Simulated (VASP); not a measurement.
# SrTiO3 (P4/mmm) in VASP: notebook

The runs below take SrTiO3 through single point, with PBE.

Program: VASP 6.6.1. These are calculated values, not measurements. Logs are shortened: lines on timing, memory, paths and dates and some standing lists are left out, and cuts for length are marked.

## 1. The cell of the first run

It takes space group P4/mmm (No. 123, tetragonal). Conventional cell: a = 3.868 Å, b = 3.868 Å, c = 3.983 Å, α = 90.00°, β = 90.00°, γ = 90.00°. Within 3.6 Å of Sr (site symmetry 4/mmm) lie 12 O at 2.74 to 2.78 Å and 8 Ti at 3.38 Å. Ti (site symmetry 4/mmm) has 6 O at 1.93 to 1.99 Å within 2.6 Å. Within 2.6 Å of O (site symmetry mmm) lie 2 Ti at 1.93 Å. O (site symmetry 4/mmm) has 2 Ti at 1.99 Å within 2.6 Å.

## 2. Single point, PBE

Input file INCAR:

```
PREC = Accurate
ENCUT = 520
EDIFF = 1E-6
ISMEAR = 0
SIGMA = 0.02
LREAL = F
LASPH = T
NELM = 60
ALGO = Normal
ISIF = 2
LWAVE = F
LCHARG = F
GGA = PE
NBANDS = 28
```

Input file KPOINTS:

```
Automatic mesh
0
Gamma
  7 7 7
```

Input file POSCAR:

```
SrTiO3
1.0
    3.8679403874      0.0000000000      0.0000000000
    0.0000000000      3.8679403874      0.0000000000
    0.0000000000      0.0000000000      3.9827722011
Sr Ti O
1 1 3
Direct
    0.0000000000      0.0000000000      0.0000000000
    0.5000000000      0.5000000000      0.5000000000
    0.0000000000      0.5000000000      0.5000000000
    0.5000000000      0.0000000000      0.5000000000
    0.5000000000      0.5000000000      0.0000000000
```

Potentials or basis: VASP PAW PBE potentials, release 64 (Sr_sv, Ti_sv, O).

The run is started by

```console
$ cat potpaw_PBE.64/Sr_sv/POTCAR potpaw_PBE.64/Ti_sv/POTCAR potpaw_PBE.64/O/POTCAR > POTCAR
$ mpirun -np 1 vasp_std > vasp.out
```

OUTCAR:

```text
PREC = Accurate
   ENCUT = 520
   EDIFF = 1E-6
   ISMEAR = 0
   LREAL = F
   LASPH = T
   NELM = 60
   ISIF = 2
   GGA = PE

 ion  position               nearest neighbor table
   1  0.000  0.000  0.000-   5 2.74   5 2.74   5 2.74   5 2.74   4 2.78   3 2.78   4 2.78   3 2.78
                             4 2.78   3 2.78   4 2.78   3 2.78   2 3.38   2 3.38   2 3.38   2 3.38
   2  0.500  0.500  0.500-   3 1.93   4 1.93   4 1.93   3 1.93   5 1.99   5 1.99   1 3.38   1 3.38
                             1 3.38   1 3.38   1 3.38   1 3.38   1 3.38   1 3.38
   3  0.000  0.500  0.500-   2 1.93   2 1.93   1 2.78   1 2.78   1 2.78   1 2.78
   4  0.500  0.000  0.500-   2 1.93   2 1.93   1 2.78   1 2.78   1 2.78   1 2.78
   5  0.500  0.500  0.000-   2 1.99   2 1.99   1 2.74   1 2.74   1 2.74   1 2.74

  LATTYP: Found a simple tetragonal cell.
 ALAT       =     3.8679403874
 C/A-ratio  =     1.0296881033

  Lattice vectors:

 A1 = (   3.8679403874,   0.0000000000,   0.0000000000)
 A2 = (   0.0000000000,   3.8679403874,   0.0000000000)
 A3 = (   0.0000000000,   0.0000000000,   3.9827722011)

Analysis of symmetry for initial positions (statically):
=====================================================================
 Subroutine PRICEL returns:
 Original cell was already a primitive cell.

 Routine SETGRP: Setting up the symmetry group for a
 simple tetragonal supercell.

 Subroutine GETGRP returns: Found 16 space group operations
 (whereof 16 operations were pure point group operations)
 out of a pool of 16 trial point group operations.

The static configuration has the point symmetry D_4h.

Analysis of symmetry for dynamics (positions and initial velocities):
=====================================================================
 Subroutine PRICEL returns:
 Original cell was already a primitive cell.

 Routine SETGRP: Setting up the symmetry group for a
 simple tetragonal supercell.

 Subroutine GETGRP returns: Found 16 space group operations
 (whereof 16 operations were pure point group operations)
 out of a pool of 16 trial point group operations.

The dynamic configuration has the point symmetry D_4h.

 Subroutine INISYM returns: Found 16 space group operations
 (whereof 16 operations are pure point group operations),
 and found     1 'primitive' translations

----------------------------------------------------------------------------------------

                                     Primitive cell

  volume of cell :      59.5861

  direct lattice vectors                    reciprocal lattice vectors
     3.867940387  0.000000000  0.000000000     0.258535525  0.000000000  0.000000000
     0.000000000  3.867940387  0.000000000     0.000000000  0.258535525  0.000000000
     0.000000000  0.000000000  3.982772201     0.000000000  0.000000000  0.251081395

  length of vectors
     3.867940387  3.867940387  3.982772201     0.258535525  0.258535525  0.251081395

  position of ions in fractional coordinates (direct lattice)
     0.000000000  0.000000000  0.000000000
     0.500000000  0.500000000  0.500000000
     0.000000000  0.500000000  0.500000000
     0.500000000  0.000000000  0.500000000
     0.500000000  0.500000000  0.000000000

  ion indices of the primitive-cell ions
   primitive index   ion index
                 1           1
                 2           2
                 3           3
                 4           4
                 5           5

----------------------------------------------------------------------------------------

 KPOINTS: Automatic mesh

Automatic generation of k-mesh.
 Grid dimensions read from file:
 generate k-points for:    7    7    7

 Generating k-lattice:

  Cartesian coordinates                     Fractional coordinates (reciprocal lattice)
     0.036933646  0.000000000  0.000000000     0.142857143  0.000000000  0.000000000
     0.000000000  0.036933646  0.000000000     0.000000000  0.142857143  0.000000000
     0.000000000  0.000000000  0.035868771     0.000000000  0.000000000  0.142857143

  Length of vectors
     0.036933646  0.036933646  0.035868771

  Shift w.r.t. Gamma in fractional coordinates (k-lattice)
     0.000000000  0.000000000  0.000000000

 Subroutine IBZKPT returns following result:
 ===========================================

 Found     40 irreducible k-points:

 Following reciprocal coordinates:
            Coordinates               Weight
  0.000000  0.000000  0.000000      1.000000
  0.142857  0.000000  0.000000      4.000000
  0.285714  0.000000  0.000000      4.000000
  0.428571  0.000000  0.000000      4.000000
  0.142857  0.142857  0.000000      4.000000
  0.285714  0.142857  0.000000      8.000000
[... 16 lines left out ...]
  0.285714  0.000000  0.285714      8.000000
  0.428571  0.000000  0.285714      8.000000
 [... further k-points ...]
   k-points           NKPTS =     40   k-points in BZ     NKDIM =     40   number of bands    NBANDS=     28
   number of dos      NEDOS =    301   number of ions     NIONS =      5
   total plane-waves  NPLWV =  27000
   dimension x,y,z NGX =    30 NGY =   30 NGZ =   30
   dimension x,y,z NGXF=    60 NGYF=   60 NGZF=   60
   ions per type =               1   1   3
   NGX,Y,Z   is equivalent  to a cutoff of  12.89, 12.89, 12.52 a.u.
   NGXF,Y,Z  is equivalent  to a cutoff of  25.79, 25.79, 25.04 a.u.
 SYSTEM =  unknown system
   PREC   = accura    normal or accurate (medium, high low for compatibility)
   ISTART =      0    job   : 0-new  1-cont  2-samecut
   ICHARG =      2    charge: 1-file 2-atom 10-const
   ISPIN  =      1    spin polarized calculation?
   LNONCOLLINEAR =      F non collinear calculations
   LSORBIT =      F    spin-orbit coupling
   LASPH  =      T    aspherical Exc in radial PAW
   ENCUT  =  520.0 eV  38.22 Ry    6.18 a.u.   7.19  7.19  7.41*2*pi/ulx,y,z
   NELM   =     60;   NELMIN=  2; NELMDL= -5     # of ELM steps
   EDIFF  = 0.1E-05   stopping-criterion for ELM
   LREAL  =      F    real-space projection
   EDIFFG = 0.1E-04   stopping-criterion for IOM
   NSW    =      0    number of steps for IOM
   IBRION =     -1    ionic relax: 0-MD 1-quasi-New 2-CG
   NFREE  =      0    steps in history (QN), initial steepest desc. (CG)
   ISIF   =      2    stress and relaxation
   ISYM   =      2    0-nonsym 1-usesym 2-fastsym
   POTIM  = 0.5000    time-step for ionic-motion
   TEBEG  =    0.0;   TEEND  =   0.0 temperature during run
   PSTRESS=    0.0 pullay stress
   NELECT =      40.0000    total number of electrons
   NUPDOWN=      -1.0000    fix difference up-down
   EMIN   =  10.00;   EMAX   =-10.00  energy-range for DOS
   EFERMI =   0.00;   METHOD = LEGACY
   ISMEAR =     0;   SIGMA  =   0.02  broadening in eV -4-tet -1-fermi 0-gaus
   EFERMI_NEDOS =   21; number of points for ismear=-14 and -15
   IALGO  =     38    algorithm
   IMIX   =      4    mixing-type and parameters
     AMIX     =   0.40;   BMIX     =  1.00
     AMIX_MAG =   1.60;   BMIX_MAG =  1.00
  volume/ion in A,a.u.               =      11.92        80.42
  Fermi-wavevector in a.u.,A,eV,Ry     =   1.433441  2.708811 27.956613  2.054753
  Thomas-Fermi vector in A             =   2.552959
   LORBIT       =      0    0 simple, 1 ext, 2 COOP (PROOUT), +10 PAW based schemes
   GGA     = PE    functional components
   LHFCALC =     F    Hartree Fock is set to
   AEXX    =    0.0000 exact exchange contribution
   IVDW    =     0    specifies the selected vdW correction
   LEPSILON=     F    determine dielectric tensor
   LRPA    =     F    only Hartree local field effects (RPA)
 non-spin polarized calculation
 Gauss-broadening in eV      SIGMA  =   0.02
  energy-cutoff  :      520.00
  volume of cell :       59.59
 maximum number of plane-waves:      1614
 NGX is ok and might be reduce to    30
   NGX = 15   NGY = 15   NGZ = 15

 number of electron      40.0000007 magnetization

 Free energy of the ion-electron system (eV)
  ---------------------------------------------------
  ext. energy  EPLUGINS =         0.00000000
  ---------------------------------------------------
  free energy    TOTEN  =       -40.05263981 eV

  energy without entropy =      -40.05263981  energy(sigma->0) =      -40.05263981

 E-fermi :   4.3604     XC(G=0): -11.2670

 val. band max:        4.1050979649   @ k =   0.4286   0.4286   0.4286
 cond. band min:       5.9991198436   @ k =   0.0000   0.0000   0.0000
 fundamental gap:      1.8940218787
 Fermi energy:         4.3604320431

 k-point     1 :       0.0000    0.0000    0.0000
  band No.  band energies     occupation
      1     -52.3054      2.00000
      2     -28.6314      2.00000
      3     -28.5592      2.00000
      4     -28.5592      2.00000
      5     -28.5391      2.00000
      6     -13.2809      2.00000
[... 20 lines left out ...]
     27       9.6937      0.00000
     28      10.3815      0.00000

 k-point     2 :       0.1429    0.0000    0.0000
  band No.  band energies     occupation
      1     -52.3050      2.00000
      2     -28.6559      2.00000
      3     -28.5586      2.00000
      4     -28.5450      2.00000
      5     -28.5385      2.00000
      6     -13.2758      2.00000
[... 20 lines left out ...]
     27      10.0578      0.00000
     28      10.8769      0.00000

 k-point     3 :       0.2857    0.0000    0.0000
  band No.  band energies     occupation
      1     -52.3043      2.00000
      2     -28.6998      2.00000
      3     -28.5572      2.00000
      4     -28.5370      2.00000
      5     -28.5238      2.00000
      6     -13.3484      2.00000
[... 20 lines left out ...]
     27      10.8822      0.00000
     28      12.1806      0.00000

 k-point     4 :       0.4286    0.0000    0.0000
  band No.  band energies     occupation
      1     -52.3037      2.00000
      2     -28.7311      2.00000
      3     -28.5561      2.00000
      4     -28.5359      2.00000
      5     -28.5106      2.00000
      6     -13.4527      2.00000
[... 578 lines left out ...]
     27      11.0574      0.00000
     28      12.0768      0.00000

 k-point    23 :       0.2857    0.0000    0.2857
  band No.  band energies     occupation
      1     -52.3036      2.00000
      2     -28.6774      2.00000
      3     -28.5906      2.00000
      4     -28.5559      2.00000
      5     -28.5158      2.00000
      6     -13.1752      2.00000
[... 20 lines left out ...]
     27      11.9312      0.00000
     28      12.3114      0.00000

 k-point    24 :       0.4286    0.0000    0.2857
  band No.  band energies     occupation
      1     -52.3030      2.00000
      2     -28.6879      2.00000
      3     -28.5770      2.00000
      4     -28.5548      2.00000
      5     -28.5373      2.00000
      6     -13.1093      2.00000
[... 20 lines left out ...]
     27      12.4641      0.00000
     28      12.7546      0.00000

 [... further k-points ...]
[... 5 lines left out ...]
  --------------------------------------------------------------------------------------
  -------------------------------------------------------------------------------------
  Total        2.7625911      2.7625911      0.2172450      0.0000000      0.0000000      0.0000000
  in kB       74.2817601     74.2817601      5.8413783      0.0000000      0.0000000      0.0000000
  external PRESSURE =      51.4682995 kB  Pullay stress =       0.0000000 kB

 VOLUME and BASIS-vectors are now :
 -----------------------------------------------------------------------------
  energy-cutoff  :      520.00
  volume of cell :       59.59
      direct lattice vectors                 reciprocal lattice vectors
     3.867940387  0.000000000  0.000000000     0.258535525  0.000000000  0.000000000
     0.000000000  3.867940387  0.000000000     0.000000000  0.258535525  0.000000000
     0.000000000  0.000000000  3.982772201     0.000000000  0.000000000  0.251081395

 POSITION                                       TOTAL-FORCE (eV/Angst)
 -----------------------------------------------------------------------------------
      0.00000      0.00000      0.00000         0.000000      0.000000      0.000000
      1.93397      1.93397      1.99139         0.000000      0.000000      0.000000
      0.00000      1.93397      1.99139         0.000000      0.000000      0.000000
      1.93397      0.00000      1.99139         0.000000      0.000000      0.000000
      1.93397      1.93397      0.00000         0.000000      0.000000      0.000000
 -----------------------------------------------------------------------------------
    total drift:                                0.000000      0.000000     -0.000000

  FREE ENERGIE OF THE ION-ELECTRON SYSTEM (eV)
  ---------------------------------------------------
  free  energy   TOTEN  =       -40.0526398129 eV

  energy  without entropy=      -40.0526398129  energy(sigma->0) =      -40.05263981
```

It took 70 s on 1 thread of Intel Xeon Platinum 8259CL at 2.50GHz (Skylake/Cascade Lake), shared host; peak memory 0.21 GiB.

What came out:

- Free energy: -40.0526 eV
- Pressure: 5.1 GPa
- Band gap on the k mesh: 1.89 eV, indirect (least direct gap 2.19 eV)

Stress tensor (GPa, compression positive):
```
7.43 0.00 0.00
0.00 7.43 0.00
0.00 0.00 0.58
```

Levels at points of the mesh, in eV from the valence-band top:
```
           k point  band 17  band 18  band 19  band 20  band 21  band 22  band 23  band 24
(0.00, 0.00, 0.00)    -1.08    -0.32    -0.29    -0.29     1.89     1.89     1.94     4.22
```

## 3. Single point, PBE

This run uses another cell than the first one, of 12.03 Å³/atom, 1.009 times its volume.

Input file INCAR:

```
  PREC = Accurate
  ENCUT = 520
  EDIFF = 1E-6
  ISMEAR = 0
  SIGMA = 0.02
  LREAL = F
  LASPH = T
  NELM = 80
  ALGO = Normal
  ISIF = 2
  LWAVE = F
  LCHARG = F
  GGA = PE
  NBANDS = 28
```

Input file KPOINTS:

```
regular mesh
0
Gamma
  7 7 7
```

POSCAR: that of step 2 with these lines changed.

```diff
@@ -4,3 +4,3 @@
     0.0000000000      3.8679403874      0.0000000000
-    0.0000000000      0.0000000000      3.9827722011
+    0.0000000000      0.0000000000      4.0202036349
 Sr Ti O
```

Potentials or basis: VASP PAW PBE potentials, release 64 (Sr_sv, Ti_sv, O).

The run is started by

```console
$ cat potpaw_PBE.64/Sr_sv/POTCAR potpaw_PBE.64/Ti_sv/POTCAR potpaw_PBE.64/O/POTCAR > POTCAR
$ mpirun -np 1 vasp_std > vasp.out
```

It took 65 s on 1 thread of Intel Xeon Platinum 8259CL at 2.50GHz (Skylake/Cascade Lake), shared host; peak memory 0.21 GiB.

It converged, with:

```
Free energy            : -40.0504 eV
Pressure               : 3.6 GPa
Band gap on the k mesh : 1.86 eV, indirect (least direct gap 2.17 eV)
```

Stress tensor (GPa, compression positive):
```
 6.40  0.00  0.00
 0.00  6.40  0.00
 0.00  0.00 -2.15
```

Levels at points of the mesh, in eV from the valence-band top:
```tsv
k point	band 18	band 19	band 20	band 21	band 22	band 23
(0.00, 0.00, 0.00)	-0.34	-0.30	-0.30	1.86	1.86	1.93
```
